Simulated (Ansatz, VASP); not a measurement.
FeNi in VASP and in Ansatz

```
CELL_PARAMETERS angstrom
2.44438 0.00000 0.00000
0.00000 2.44438 0.00000
0.00000 0.00000 3.50538
ATOMIC_POSITIONS crystal
Fe 0.00000 0.00000 0.00000
Ni 0.50000 0.50000 0.50000
```

Alike in both runs: functional PBEsol; dispersion D3(BJ); k mesh 13 × 13 × 9; occupations fermi-dirac, width 0.1 eV; collinear spin.

Ansatz relaxed the structure, and its values are those at the end. VASP's run is a single point on that final structure, the one shown.

|  | VASP | Ansatz |
| --- | --- | --- |
| version | VASP 6.6.1 | Ansatz 0.2.0 |
| potentials or method | VASP PAW PBE potentials, release 64 (Fe, Ni), cutoff 520 eV | plane waves, PAW |
| valence electrons in the cell | 18 | 34 |

```csv
,VASP,Ansatz,Ansatz less VASP
pressure (GPa),0.0,0.0,-0.02
net moment per atom (μB),1.54,1.54,-0.001
size of the moment on the site where the two differ most (μB),0.61,0.68,+0.069
```

VASP's potentials were made for PBE, not for PBEsol. Site moments also hang on the region over which each program counts them. VASP's potentials hold 18 valence electrons a cell and Ansatz's 34, so a difference there can come from the potentials and not from the codes. Ansatz's warnings: seeded moment not kept.
